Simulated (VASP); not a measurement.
# Sb in VASP: a series of runs

Sb is run at these levels: PBE; tasks: single point.

Everything below comes from runs of VASP 6.6.1. Logs are shortened: lines on timing, memory, paths and dates and some standing lists are left out, and cuts for length are marked.

## (1) The cell of the first run

The typed cell holds 2 atoms: a = 4.493 Å, b = 4.493 Å, c = 4.493 Å, α = 57.20°, β = 57.20°, γ = 57.20°.

## (2) Single point, PBE (atom 2 (Sb) moved by [0.028868, 0.028868, 0.028868] A)

Input file INCAR:

```
SYSTEM = Sb
ALGO     = Normal         ! electronic algorithm
EDIFF    = 1E-7           ! SCF threshold, eV
ENCUT    = 520            ! plane-wave cutoff, eV
GGA      = PE             ! functional
ISIF     = 2              ! what is computed and relaxed
ISMEAR   = -1             ! smearing method
LASPH    = .TRUE.         ! aspherical terms in the spheres
LCHARG   = .TRUE.         ! write CHGCAR
LELF     = .TRUE.         ! ELF
LREAL    = .FALSE.        ! projectors in reciprocal space
LVHAR    = .TRUE.       
LWAVE    = .FALSE.        ! write WAVECAR
NBANDS   = 12             ! bands
NELM     = 80             ! most SCF steps
PREC     = Accurate       ! precision mode
SIGMA    = 0.05           ! smearing width, eV
```

Input file KPOINTS:

```
k-points
0
G
  9 9 9
  0 0 0
```

Input file POSCAR:

```
Sb
1.0
    2.1506003320      1.2416496806      3.7440000000
   -2.1506003320      1.2416496806      3.7440000000
    0.0000000000     -2.4832993611      3.7440000000
Sb
2
Direct
    0.2336400000      0.2336400000      0.2336400000
    0.7795167234      0.7660934947      0.7611802520
```

Potentials or basis: VASP PAW PBE potentials, release 64 (Sb).

Command:

```console
> cat potpaw_PBE.64/Sb/POTCAR > POTCAR
> mpirun -np 1 vasp_std > vasp.out
```

OUTCAR:

```text
SYSTEM = Sb
   EDIFF = 1E-7
   ENCUT = 520
   GGA = PE
   ISIF = 2
   ISMEAR = -1
   LASPH = .TRUE.
   LREAL = .FALSE.
   NELM = 80
   PREC = Accurate

 ion  position               nearest neighbor table
   1  0.234  0.234  0.234-   2 2.86   2 2.88   2 2.92   2 3.33   2 3.37   2 3.38
   2  0.780  0.766  0.761-   1 2.86   1 2.88   1 2.92   1 3.33   1 3.37   1 3.38

  LATTYP: Found a trigonal (rhomboedric) cell.
 ALAT       =     4.4926953733
 COS(alpha) =     0.5417151843

  Lattice vectors:

 A1 = (   2.1506003320,   1.2416496806,   3.7440000000)
 A2 = (  -2.1506003320,   1.2416496806,   3.7440000000)
 A3 = (   0.0000000000,  -2.4832993611,   3.7440000000)

Analysis of symmetry for initial positions (statically):
=====================================================================
 Subroutine PRICEL returns:
 Original cell was already a primitive cell.

 Routine SETGRP: Setting up the symmetry group for a
 trigonal (rhombohedral) supercell.

 Subroutine GETGRP returns: Found  2 space group operations
 (whereof  1 operations were pure point group operations)
 out of a pool of 12 trial point group operations.

The static configuration has the point symmetry C_1 .
 The point group associated with its full space group is S_2 .

Analysis of symmetry for dynamics (positions and initial velocities):
=====================================================================
 Subroutine PRICEL returns:
 Original cell was already a primitive cell.

 Routine SETGRP: Setting up the symmetry group for a
 trigonal (rhombohedral) supercell.

 Subroutine GETGRP returns: Found  2 space group operations
 (whereof  1 operations were pure point group operations)
 out of a pool of 12 trial point group operations.

The dynamic configuration has the point symmetry C_1 .
 The point group associated with its full space group is S_2 .

 Subroutine INISYM returns: Found  2 space group operations
 (whereof  1 operations are pure point group operations),
 and found     1 'primitive' translations

----------------------------------------------------------------------------------------

                                     Primitive cell

  volume of cell :      59.9854

  direct lattice vectors                    reciprocal lattice vectors
     2.150600332  1.241649681  3.744000000     0.232493222  0.134230024  0.089031339
    -2.150600332  1.241649681  3.744000000    -0.232493222  0.134230024  0.089031339
     0.000000000 -2.483299361  3.744000000     0.000000000 -0.268460048  0.089031339

  length of vectors
     4.492695373  4.492695373  4.492695373     0.282838075  0.282838075  0.282838075

  position of ions in fractional coordinates (direct lattice)
     0.233640000  0.233640000  0.233640000
     0.779516723  0.766093495  0.761180252

  ion indices of the primitive-cell ions
   primitive index   ion index
                 1           1
                 2           2

----------------------------------------------------------------------------------------

 KPOINTS: k-points

Automatic generation of k-mesh.
 Grid dimensions read from file:
 generate k-points for:    9    9    9

 Generating k-lattice:

  Cartesian coordinates                     Fractional coordinates (reciprocal lattice)
     0.025832580  0.014914447  0.009892371     0.111111111 -0.000000000 -0.000000000
    -0.025832580  0.014914447  0.009892371    -0.000000000  0.111111111 -0.000000000
     0.000000000 -0.029828894  0.009892371     0.000000000  0.000000000  0.111111111

  Length of vectors
     0.031426453  0.031426453  0.031426453

  Shift w.r.t. Gamma in fractional coordinates (k-lattice)
     0.000000000  0.000000000  0.000000000

 Subroutine IBZKPT returns following result:
 ===========================================

 Found    365 irreducible k-points:

 Following reciprocal coordinates:
            Coordinates               Weight
  0.000000  0.000000  0.000000      1.000000
  0.111111 -0.000000  0.000000      2.000000
 -0.000000  0.111111  0.000000      2.000000
  0.000000  0.000000  0.111111      2.000000
  0.222222 -0.000000  0.000000      2.000000
 -0.000000  0.222222  0.000000      2.000000
[... 16 lines left out ...]
  0.333333  0.111111  0.000000      2.000000
 -0.333333  0.000000 -0.111111      2.000000
 [... further k-points ...]
   k-points           NKPTS =    365   k-points in BZ     NKDIM =    365   number of bands    NBANDS=     12
   number of dos      NEDOS =    301   number of ions     NIONS =      2
   total plane-waves  NPLWV =  46656
   dimension x,y,z NGX =    36 NGY =   36 NGZ =   36
   dimension x,y,z NGXF=    72 NGYF=   72 NGZF=   72
   ions per type =               2
   NGX,Y,Z   is equivalent  to a cutoff of  13.32, 13.32, 13.32 a.u.
   NGXF,Y,Z  is equivalent  to a cutoff of  26.64, 26.64, 26.64 a.u.
 SYSTEM =  Sb
   PREC   = accura    normal or accurate (medium, high low for compatibility)
   ISTART =      0    job   : 0-new  1-cont  2-samecut
   ICHARG =      2    charge: 1-file 2-atom 10-const
   ISPIN  =      1    spin polarized calculation?
   LNONCOLLINEAR =      F non collinear calculations
   LSORBIT =      F    spin-orbit coupling
   LASPH  =      T    aspherical Exc in radial PAW
   ENCUT  =  520.0 eV  38.22 Ry    6.18 a.u.   8.35  8.35  8.35*2*pi/ulx,y,z
   NELM   =     80;   NELMIN=  2; NELMDL= -5     # of ELM steps
   EDIFF  = 0.1E-06   stopping-criterion for ELM
   LREAL  =      F    real-space projection
   EDIFFG = 0.1E-05   stopping-criterion for IOM
   NSW    =      0    number of steps for IOM
   IBRION =     -1    ionic relax: 0-MD 1-quasi-New 2-CG
   NFREE  =      0    steps in history (QN), initial steepest desc. (CG)
   ISIF   =      2    stress and relaxation
   ISYM   =      2    0-nonsym 1-usesym 2-fastsym
   POTIM  = 0.5000    time-step for ionic-motion
   TEBEG  =    0.0;   TEEND  =   0.0 temperature during run
   PSTRESS=    0.0 pullay stress
   NELECT =      10.0000    total number of electrons
   NUPDOWN=      -1.0000    fix difference up-down
   EMIN   =  10.00;   EMAX   =-10.00  energy-range for DOS
   EFERMI =   0.00;   METHOD = LEGACY
   ISMEAR =    -1;   SIGMA  =   0.05  broadening in eV -4-tet -1-fermi 0-gaus
   EFERMI_NEDOS =   21; number of points for ismear=-14 and -15
   IALGO  =     38    algorithm
   IMIX   =      4    mixing-type and parameters
     AMIX     =   0.40;   BMIX     =  1.00
     AMIX_MAG =   1.60;   BMIX_MAG =  1.00
  volume/ion in A,a.u.               =      29.99       202.40
  Fermi-wavevector in a.u.,A,eV,Ry     =   0.901003  1.702649 11.045295  0.811806
  Thomas-Fermi vector in A             =   2.024030
   LORBIT       =      0    0 simple, 1 ext, 2 COOP (PROOUT), +10 PAW based schemes
   GGA     = PE    functional components
   LHFCALC =     F    Hartree Fock is set to
   AEXX    =    0.0000 exact exchange contribution
   IVDW    =     0    specifies the selected vdW correction
   LEPSILON=     F    determine dielectric tensor
   LRPA    =     F    only Hartree local field effects (RPA)
 non-spin polarized calculation
  energy-cutoff  :      520.00
  volume of cell :       59.99
 maximum number of plane-waves:      1628
 NGX is ok and might be reduce to    36
   NGX = 17   NGY = 17   NGZ = 17

 number of electron      10.0000000 magnetization

 Free energy of the ion-electron system (eV)
  ---------------------------------------------------
  ext. energy  EPLUGINS =         0.00000000
  ---------------------------------------------------
  free energy    TOTEN  =        -8.23717164 eV

  energy without entropy =       -8.23560182  energy(sigma->0) =       -8.23638673

 E-fermi :   7.3713     XC(G=0):  -9.5556

 val. band max:        7.3368905207   @ k =   0.4444  -0.0000   0.0000
 cond. band min:       7.4133342561   @ k =  -0.0000   0.4444   0.0000
 fundamental gap:      0.0764437354
 Fermi energy:         7.3712737888

 k-point     1 :       0.0000    0.0000    0.0000
  band No.  band energies     occupation
      1      -5.4287      2.00000
      2       2.6454      2.00000
      3       5.3484      2.00000
      4       5.4660      2.00000
      5       5.5884      2.00000
      6       9.3323      0.00000
      7       9.9505      0.00000
      8      10.1636      0.00000
      9      12.4100      0.00000
     10      12.5543      0.00000
     11      12.7344      0.00000
     12      13.9226      0.00000

 k-point     2 :       0.1111   -0.0000    0.0000
  band No.  band energies     occupation
      1      -5.2925      2.00000
      2       2.0327      2.00000
      3       5.3998      2.00000
      4       5.4304      2.00000
      5       5.8014      2.00000
      6       9.2830      0.00000
      7       9.6394      0.00000
      8       9.8452      0.00000
      9      12.0094      0.00000
     10      12.4632      0.00000
     11      12.4697      0.00000
     12      14.8346      0.00000

 k-point     3 :      -0.0000    0.1111    0.0000
  band No.  band energies     occupation
      1      -5.2912      2.00000
      2       2.0205      2.00000
      3       5.3628      2.00000
      4       5.4903      2.00000
      5       5.7889      2.00000
      6       9.2954      0.00000
      7       9.6882      0.00000
      8       9.8095      0.00000
      9      11.9564      0.00000
     10      12.4437      0.00000
     11      12.5126      0.00000
     12      14.8354      0.00000
[... 286 lines left out ...]
 k-point    23 :       0.3333    0.1111    0.0000
  band No.  band energies     occupation
      1      -4.3850      2.00000
      2      -0.1721      2.00000
      3       4.6063      2.00000
      4       4.9044      2.00000
      5       6.4020      2.00000
      6       8.2213      0.00000
      7       9.3059      0.00000
      8       9.5848      0.00000
      9      11.8066      0.00000
     10      13.9595      0.00000
     11      14.5853      0.00000
     12      17.0808      0.00000

 k-point    24 :      -0.3333    0.0000   -0.1111
  band No.  band energies     occupation
      1      -4.3875      2.00000
      2      -0.1630      2.00000
      3       4.5954      2.00000
      4       4.9014      2.00000
      5       6.4152      2.00000
      6       8.2019      0.00000
      7       9.3035      0.00000
      8       9.6019      0.00000
      9      11.7963      0.00000
     10      13.9524      0.00000
     11      14.6062      0.00000
     12      17.0777      0.00000

 [... further k-points ...]

------------------------ aborting loop because EDIFF is reached ----------------------------------------

  FORCE on cell =-STRESS in cart. coord.  units (eV):
  Direction    XX          YY          ZZ          XY          YZ          ZX
  --------------------------------------------------------------------------------------
  -------------------------------------------------------------------------------------
  Total        1.3474191      1.5148292      1.2509870     -0.0738034      0.1573138      0.1488706
  in kB       35.9888020     40.4602312     33.4131550     -1.9712478      4.2017634      3.9762492
  external PRESSURE =      36.6207294 kB  Pullay stress =       0.0000000 kB

 VOLUME and BASIS-vectors are now :
 -----------------------------------------------------------------------------
  energy-cutoff  :      520.00
  volume of cell :       59.99
      direct lattice vectors                 reciprocal lattice vectors
     2.150600332  1.241649681  3.744000000     0.232493222  0.134230024  0.089031339
    -2.150600332  1.241649681  3.744000000    -0.232493222  0.134230024  0.089031339
     0.000000000 -2.483299361  3.744000000     0.000000000 -0.268460048  0.089031339

 POSITION                                       TOTAL-FORCE (eV/Angst)
 -----------------------------------------------------------------------------------
      0.00000      0.00000      2.62424         0.091721      0.100833      0.421483
      0.02887      0.02887      8.63662        -0.091721     -0.100833     -0.421483
 -----------------------------------------------------------------------------------
    total drift:                                0.000000      0.000000      0.000001

  FREE ENERGIE OF THE ION-ELECTRON SYSTEM (eV)
  ---------------------------------------------------
  free  energy   TOTEN  =        -8.2371716450 eV

  energy  without entropy=       -8.2356018242  energy(sigma->0) =       -8.23638673
```

It took 2.2 min on 1 thread of Intel Xeon Platinum 8488C (Sapphire Rapids), shared host; peak memory 0.36 GiB.

What came out:

| Quantity | Value |
| --- | --- |
| Free energy | -8.2372 eV |
| Pressure | 3.7 GPa |
| Largest force | 0.443 eV/Å |

Forces on the atoms (eV/Å):
```
Sb   0.092  0.101  0.421
Sb  -0.092 -0.101 -0.421
```

Caveat: the cell differs from its parent crystal (atom 2 (Sb) moved by [0.028868, 0.028868, 0.028868] A); the cell stands under pressure; spin-orbit coupling is left out, which moves the levels of the heavy elements.

(Continued in part 2 of 2.)
